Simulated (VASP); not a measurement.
# AgPt3 in VASP: further runs, part 2 of 3

VASP 6.6.1. The steps go on from the part before.

### Step 3. Electric field gradients, LDA (zz strain of -1 %)

Input file INCAR:

```
PREC = Accurate ; ENCUT = 520
EDIFF = 1E-8 ; ISMEAR = -1
SIGMA = 0.08 ; LREAL = F
LASPH = T ; NELM = 60
ALGO = Normal ; ISIF = 2
LWAVE = F ; LCHARG = F
GGA = CA ; LEFG = T
NBANDS = 28
```

Input file KPOINTS:

```
Automatic mesh
0
Gamma
  9 9 9
```

Input file POSCAR:

```
AgPt3
1.0
    3.9000000000      0.0000000000      0.0000000000
    0.0000000000      3.9000000000      0.0000000000
    0.0000000000      0.0000000000      3.8610000000
Ag Pt
1 3
Direct
    0.0000000000      0.0000000000      0.0000000000
    0.0000000000      0.5000000000      0.5000000000
    0.5000000000      0.0000000000      0.5000000000
    0.5000000000      0.5000000000      0.0000000000
```

Potentials or basis: VASP PAW LDA potentials, release 64 (Ag, Pt).

Command:

```sh
> cat potpaw_LDA.64/Ag/POTCAR potpaw_LDA.64/Pt/POTCAR > POTCAR
> mpirun -np 1 vasp_std > vasp.out
```

OUTCAR:

```text
PREC = Accurate
   ENCUT = 520
   EDIFF = 1E-8
   ISMEAR = -1
   LREAL = F
   LASPH = T
   NELM = 60
   ISIF = 2
   GGA = CA

 ion  position               nearest neighbor table
   1  0.000  0.000  0.000-   2 2.74   3 2.74   2 2.74   3 2.74   2 2.74   2 2.74   3 2.74   3 2.74
                             4 2.76   4 2.76   4 2.76   4 2.76
   2  0.000  0.500  0.500-   1 2.74   4 2.74   1 2.74   4 2.74   1 2.74   1 2.74   4 2.74   4 2.74
                             3 2.76   3 2.76   3 2.76   3 2.76
   3  0.500  0.000  0.500-   1 2.74   4 2.74   1 2.74   4 2.74   4 2.74   4 2.74   1 2.74   1 2.74
                             2 2.76   2 2.76   2 2.76   2 2.76
   4  0.500  0.500  0.000-   2 2.74   3 2.74   2 2.74   3 2.74   3 2.74   3 2.74   2 2.74   2 2.74
                             1 2.76   1 2.76   1 2.76   1 2.76

  LATTYP: Found a simple tetragonal cell.
 ALAT       =     3.9000000000
 C/A-ratio  =     0.9900000000

  Lattice vectors:

 A1 = (   3.9000000000,   0.0000000000,   0.0000000000)
 A2 = (   0.0000000000,   3.9000000000,   0.0000000000)
 A3 = (   0.0000000000,   0.0000000000,   3.8610000000)

Analysis of symmetry for initial positions (statically):
=====================================================================
 Subroutine PRICEL returns:
 Original cell was already a primitive cell.

 Routine SETGRP: Setting up the symmetry group for a
 simple tetragonal supercell.

 Subroutine GETGRP returns: Found 16 space group operations
 (whereof 16 operations were pure point group operations)
 out of a pool of 16 trial point group operations.

The static configuration has the point symmetry D_4h.

Analysis of symmetry for dynamics (positions and initial velocities):
=====================================================================
 Subroutine PRICEL returns:
 Original cell was already a primitive cell.

 Routine SETGRP: Setting up the symmetry group for a
 simple tetragonal supercell.

 Subroutine GETGRP returns: Found 16 space group operations
 (whereof 16 operations were pure point group operations)
 out of a pool of 16 trial point group operations.

The dynamic configuration has the point symmetry D_4h.

 Subroutine INISYM returns: Found 16 space group operations
 (whereof 16 operations are pure point group operations),
 and found     1 'primitive' translations

----------------------------------------------------------------------------------------

                                     Primitive cell

  volume of cell :      58.7258

  direct lattice vectors                    reciprocal lattice vectors
     3.900000000  0.000000000  0.000000000     0.256410256  0.000000000  0.000000000
     0.000000000  3.900000000  0.000000000     0.000000000  0.256410256  0.000000000
     0.000000000  0.000000000  3.861000000     0.000000000  0.000000000  0.259000259
[... 92 lines left out ...]
   IBRION =     -1    ionic relax: 0-MD 1-quasi-New 2-CG
   NFREE  =      0    steps in history (QN), initial steepest desc. (CG)
   ISIF   =      2    stress and relaxation
   ISYM   =      2    0-nonsym 1-usesym 2-fastsym
   POTIM  = 0.5000    time-step for ionic-motion
   TEBEG  =    0.0;   TEEND  =   0.0 temperature during run
   PSTRESS=    0.0 pullay stress
   NELECT =      41.0000    total number of electrons
   NUPDOWN=      -1.0000    fix difference up-down
   EMIN   =  10.00;   EMAX   =-10.00  energy-range for DOS
   EFERMI =   0.00;   METHOD = LEGACY
   ISMEAR =    -1;   SIGMA  =   0.08  broadening in eV -4-tet -1-fermi 0-gaus
   EFERMI_NEDOS =   21; number of points for ismear=-14 and -15
   IALGO  =     38    algorithm
   IMIX   =      4    mixing-type and parameters
     AMIX     =   0.40;   BMIX     =  1.00
     AMIX_MAG =   1.60;   BMIX_MAG =  1.00
  volume/ion in A,a.u.               =      14.68        99.08
  Fermi-wavevector in a.u.,A,eV,Ry     =   1.452312  2.744471 28.697527  2.109209
  Thomas-Fermi vector in A             =   2.569708
   LORBIT       =      0    0 simple, 1 ext, 2 COOP (PROOUT), +10 PAW based schemes
   GGA     = CA    functional components
   LHFCALC =     F    Hartree Fock is set to
   AEXX    =    0.0000 exact exchange contribution
   IVDW    =     0    specifies the selected vdW correction
   LEPSILON=     F    determine dielectric tensor
   LRPA    =     F    only Hartree local field effects (RPA)
 non-spin polarized calculation
  energy-cutoff  :      520.00
  volume of cell :       58.73
 maximum number of plane-waves:      1598
 NGX is ok and might be reduce to    30
   NGX = 15   NGY = 15   NGZ = 15

 number of electron      41.0000002 magnetization

 Free energy of the ion-electron system (eV)
  ---------------------------------------------------
  ext. energy  EPLUGINS =         0.00000000
  ---------------------------------------------------
  free energy    TOTEN  =       -26.23024271 eV

  energy without entropy =      -26.16155930  energy(sigma->0) =      -26.19590100

 E-fermi :  11.0596     XC(G=0): -13.7542

 val. band max:       11.0588065675   @ k =   0.2222   0.1111   0.4444
 cond. band min:      11.0654292125   @ k =   0.4444   0.2222   0.1111
 fundamental gap:      0.0066226451
 Fermi energy:        11.0595936512

 k-point     1 :       0.0000    0.0000    0.0000
  band No.  band energies     occupation
      1       1.1519      2.00000
      2       3.8893      2.00000
      3       3.8975      2.00000
      4       4.0657      2.00000
      5       4.3183      2.00000
      6       4.3199      2.00000
[... 733 lines left out ...]
     27      21.8606      0.00000
     28      21.9656      0.00000

 [... further k-points ...]
[... 5 lines left out ...]
  --------------------------------------------------------------------------------------
  -------------------------------------------------------------------------------------
  Total        1.9719446      1.9719446      2.3905984      0.0000000      0.0000000      0.0000000
  in kB       53.7992577     53.7992577     65.2211111      0.0000000      0.0000000      0.0000000
  external PRESSURE =      57.6065422 kB  Pullay stress =       0.0000000 kB

 VOLUME and BASIS-vectors are now :
 -----------------------------------------------------------------------------
  energy-cutoff  :      520.00
  volume of cell :       58.73
      direct lattice vectors                 reciprocal lattice vectors
     3.900000000  0.000000000  0.000000000     0.256410256  0.000000000  0.000000000
     0.000000000  3.900000000  0.000000000     0.000000000  0.256410256  0.000000000
     0.000000000  0.000000000  3.861000000     0.000000000  0.000000000  0.259000259

 POSITION                                       TOTAL-FORCE (eV/Angst)
 -----------------------------------------------------------------------------------
      0.00000      0.00000      0.00000         0.000000      0.000000      0.000000
      0.00000      1.95000      1.93050         0.000000      0.000000      0.000000
      1.95000      0.00000      1.93050         0.000000      0.000000      0.000000
      1.95000      1.95000      0.00000         0.000000      0.000000      0.000000
 -----------------------------------------------------------------------------------
    total drift:                                0.000000      0.000000     -0.000000

  FREE ENERGIE OF THE ION-ELECTRON SYSTEM (eV)
  ---------------------------------------------------
  free  energy   TOTEN  =       -26.2302427095 eV

  energy  without entropy=      -26.1615592991  energy(sigma->0) =      -26.19590100

 Electric field gradients (V/A^2)
---------------------------------------------------------------------
 ion       V_xx      V_yy      V_zz      V_xy      V_xz      V_yz
---------------------------------------------------------------------
   1       0.650     0.650    -1.300     0.000     0.000    -0.000
   2     -14.618     9.747     4.871     0.000     0.000    -0.000
   3       9.747   -14.618     4.871     0.000     0.000    -0.000
   4      10.278    10.278   -20.556     0.000     0.000    -0.000
---------------------------------------------------------------------

 Electric field gradients after diagonalization (V/A^2)
 (convention: |V_zz| > |V_xx| > |V_yy|)
----------------------------------------------------------------------
 ion       V_xx      V_yy      V_zz     asymmetry (V_yy - V_xx)/ V_zz
----------------------------------------------------------------------
   1       0.650     0.650    -1.300       0.000
   2       9.747     4.871   -14.618       0.334
   3       9.747     4.871   -14.618       0.334
   4      10.278    10.278   -20.556       0.000
----------------------------------------------------------------------

           NMR quadrupolar parameters

 Cq : quadrupolar parameter    Cq=e*Q*V_zz/h
 eta: asymmetry parameters     (V_yy - V_xx)/ V_zz
 Q  : nuclear electric quadrupole moment in mb (millibarn)
----------------------------------------------------------------------
 ion       Cq(MHz)       eta       Q (mb)
----------------------------------------------------------------------
   1      -0.003       0.000       1.000
   2      -0.035       0.334       1.000
   3      -0.035       0.334       1.000
   4      -0.050       0.000       1.000
----------------------------------------------------------------------
```

stdout:

```text
POSCAR found type information on POSCAR AgPt
 POSCAR found :  2 types and       4 ions
 scaLAPACK will be used
 LDA part: xc-table for (Slater(with rela. corr.)+CA(PZ))
 , standard interpolation
 POSCAR, INCAR and KPOINTS ok, starting setup
 FFT: planning ... GRIDC
 FFT: planning ... GRID_SOFT
 FFT: planning ... GRID
 WAVECAR not read
 entering main loop
ion   1

ion   2

ion   3

ion   4
```

It took 54 s on 1 thread of Intel Xeon Platinum 8559C (Emerald Rapids), shared host; peak memory 0.22 GiB.

Results:

- Free energy: -26.2302 eV
- Pressure: 5.8 GPa

Levels at points of the mesh, in eV from the Fermi level:
| k point | band 19 | band 20 | band 21 | band 22 | band 23 | band 24 |
| --- | --- | --- | --- | --- | --- | --- |
| (0.00, 0.00, 0.00) | 0.73 | 0.81 | 0.81 | 1.86 | 1.86 | 2.06 |

Electric field gradients, principal values (V/Å²):
```tsv
atom	least	middle	greatest (by size)
1 Ag	0.650	0.650	-1.300
2 Pt	4.871	9.747	-14.618
3 Pt	4.871	9.747	-14.618
4 Pt	10.278	10.278	-20.556
```

Caveat: the cell differs from its parent crystal (zz strain of -1 %); without QUAD_EFG the Cq values of the log hold for a quadrupole moment of 1 mb, not for the nuclei; spin-orbit coupling is left out, which moves the levels of the heavy elements.

### Step 4. Electric field gradients, LDA (zz strain of +1 %)

Input file INCAR:

```
ALGO = Normal ; EDIFF = 1E-8
ENCUT = 520 ; GGA = CA
ISIF = 2 ; ISMEAR = -1
LASPH = True ; LCHARG = False
LEFG = True ; LREAL = False
LWAVE = False ; NBANDS = 28
NELM = 80 ; PREC = Accurate
SIGMA = 0.08
```

Input file KPOINTS:

```
k-points
0
Gamma
  9 9 9
```

Changes to POSCAR since step 3:

```diff
@@ -4,3 +4,3 @@
     0.0000000000      3.9000000000      0.0000000000
-    0.0000000000      0.0000000000      3.8610000000
+    0.0000000000      0.0000000000      3.9390000000
 Ag Pt
```

Potentials or basis: VASP PAW LDA potentials, release 64 (Ag, Pt).

Command:

```sh
> cat potpaw_LDA.64/Ag/POTCAR potpaw_LDA.64/Pt/POTCAR > POTCAR
> mpirun -np 1 vasp_std > vasp.out
```

OUTCAR:

```text
EDIFF = 1E-8
   ENCUT = 520
   GGA = CA
   ISIF = 2
   ISMEAR = -1
   LASPH = True
   LREAL = False
   NELM = 80
   PREC = Accurate

 ion  position               nearest neighbor table
   1  0.000  0.000  0.000-   4 2.76   4 2.76   4 2.76   4 2.76   3 2.77   2 2.77   3 2.77   2 2.77
                             3 2.77   2 2.77   3 2.77   2 2.77
   2  0.000  0.500  0.500-   3 2.76   3 2.76   3 2.76   3 2.76   4 2.77   1 2.77   1 2.77   1 2.77
                             4 2.77   4 2.77   4 2.77   1 2.77
   3  0.500  0.000  0.500-   2 2.76   2 2.76   2 2.76   2 2.76   4 2.77   1 2.77   4 2.77   4 2.77
                             1 2.77   4 2.77   1 2.77   1 2.77
   4  0.500  0.500  0.000-   1 2.76   1 2.76   1 2.76   1 2.76   3 2.77   2 2.77   3 2.77   3 2.77
                             3 2.77   2 2.77   2 2.77   2 2.77

  LATTYP: Found a simple tetragonal cell.
 ALAT       =     3.9000000000
[... 978 lines left out ...]
   2     -16.636     5.985    10.652    -0.000     0.000    -0.000
   3       5.985   -16.636    10.652    -0.000    -0.000     0.000
   4       5.240     5.240   -10.481    -0.000     0.000     0.000
---------------------------------------------------------------------

 Electric field gradients after diagonalization (V/A^2)
 (convention: |V_zz| > |V_xx| > |V_yy|)
----------------------------------------------------------------------
 ion       V_xx      V_yy      V_zz     asymmetry (V_yy - V_xx)/ V_zz
----------------------------------------------------------------------
   1      -0.664    -0.664     1.327       0.000
   2      10.652     5.985   -16.636       0.281
   3      10.652     5.985   -16.636       0.281
   4       5.240     5.240   -10.481       0.000
----------------------------------------------------------------------

           NMR quadrupolar parameters

 Cq : quadrupolar parameter    Cq=e*Q*V_zz/h
 eta: asymmetry parameters     (V_yy - V_xx)/ V_zz
 Q  : nuclear electric quadrupole moment in mb (millibarn)
----------------------------------------------------------------------
 ion       Cq(MHz)       eta       Q (mb)
----------------------------------------------------------------------
   1       0.003       0.000       1.000
   2      -0.040       0.281       1.000
   3      -0.040       0.281       1.000
   4      -0.025       0.000       1.000
----------------------------------------------------------------------
```

OSZICAR:

```text
N       E                     dE             d eps       ncg     rms          rms(c)
DAV:   1     0.265063024511E+03    0.26506E+03   -0.20753E+04  4216   0.141E+03
DAV:   2    -0.195103100638E+02   -0.28457E+03   -0.27318E+03  4616   0.327E+02
DAV:   3    -0.277891696684E+02   -0.82789E+01   -0.81398E+01  4676   0.569E+01
DAV:   4    -0.278496301806E+02   -0.60461E-01   -0.60437E-01  4500   0.497E+00
DAV:   5    -0.278502287670E+02   -0.59859E-03   -0.59858E-03  4564   0.538E-01    0.237E+01
DAV:   6    -0.264074898077E+02    0.14427E+01   -0.31175E+00  4424   0.161E+01    0.129E+01
DAV:   7    -0.262848181654E+02    0.12267E+00   -0.52876E-01  4456   0.674E+00    0.457E+00
DAV:   8    -0.262586532513E+02    0.26165E-01   -0.10164E-01  4408   0.522E+00    0.202E+00
DAV:   9    -0.262531722206E+02    0.54810E-02   -0.19442E-02  4376   0.161E+00    0.182E-01
DAV:  10    -0.262530164519E+02    0.15577E-03   -0.76736E-04  4468   0.366E-01    0.710E-02
DAV:  11    -0.262530234746E+02   -0.70227E-05   -0.10621E-04  4464   0.108E-01    0.195E-02
DAV:  12    -0.262530218476E+02    0.16270E-05   -0.66442E-06  4520   0.276E-02    0.612E-03
DAV:  13    -0.262530220357E+02   -0.18819E-06   -0.22188E-06  4484   0.121E-02    0.467E-03
DAV:  14    -0.262530219312E+02    0.10452E-06   -0.44434E-07  4460   0.529E-03    0.452E-04
DAV:  15    -0.262530219303E+02    0.88312E-09   -0.58487E-09  2368   0.626E-04
   1 F= -.26253022E+02 E0= -.26217593E+02  d E =-.708573E-01
```

Wall time 54 s (1 thread of Intel Xeon Platinum 8559C (Emerald Rapids), shared host); peak memory 0.22 GiB.

Results:

```yaml
Free_energy: -26.2530 eV
Pressure: 0.2 GPa
```

Stress tensor (GPa, compression positive):
```
 0.61  0.00  0.00
 0.00  0.61  0.00
 0.00  0.00 -0.50
```

Levels at points of the mesh, in eV from the Fermi level:
```
           k point  band 19  band 20  band 21  band 22  band 23  band 24
(0.00, 0.00, 0.00)     0.73     0.73     0.81     1.83     2.03     2.03
```

Electric field gradients, principal values (V/Å²):
```
atom   least  middle  greatest (by size)
1 Ag  -0.664  -0.664               1.327
2 Pt   5.985  10.652             -16.636
3 Pt   5.985  10.652             -16.636
4 Pt   5.240   5.240             -10.481
```

Caveat: the cell differs from its parent crystal (zz strain of +1 %); without QUAD_EFG the Cq values of the log hold for a quadrupole moment of 1 mb, not for the nuclei; spin-orbit coupling is left out, which moves the levels of the heavy elements.

[end of part 2 of 3]
